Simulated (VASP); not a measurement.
**Ni: single point with PBE**

Crystal: Ni.

```xyz
1
Lattice="2.2969 0.0000 0.0000 0.0000 2.2969 0.0000 0.0000 0.0000 2.2969" Properties=species:S:1:pos:R:3 pbc="T T T"
Ni    0.0000    0.0000    0.0000
```

This isn't the form of Ni at room conditions, which is fcc.

```json
{
  "Program": "VASP 6.6.1",
  "Task": "single point",
  "Functional": "PBE",
  "Potentials or basis": "VASP PAW PBE potentials, release 64 (Ni)",
  "Cutoff": "520 eV",
  "k mesh": "15 × 15 × 15",
  "Occupations": "fermi-dirac, width 0.05 eV",
  "Spin": "collinear spin, ferromagnetic start",
  "Starting moments": "[0.575] μB"
}
```

```yaml
Pressure: 6.1 GPa
Net_moment: 0.45 μB per cell
Site_moments: Ni +0.46 μB
Valence_electrons_inside_the_program's_atomic_spheres: Ni 9.31
```

Levels at points of the mesh, in eV from the Fermi level:
Spin up:
```
           k point  band 2  band 3  band 4  band 5  band 6  band 7  band 8  band 9
(0.00, 0.00, 0.00)   -3.69   -3.69   -0.31   -0.31   -0.31   19.90   19.90   19.90
```
Spin down:
| k point | band 2 | band 3 | band 4 | band 5 | band 6 | band 7 | band 8 | band 9 |
| --- | --- | --- | --- | --- | --- | --- | --- | --- |
| (0.00, 0.00, 0.00) | -3.36 | -3.36 | 0.27 | 0.27 | 0.27 | 19.97 | 19.97 | 19.97 |

Wall time 40 s on 1 thread of Intel Xeon 8259CL (shared host), peak memory 0.15 GiB.

Caveat: the cell stands under pressure.
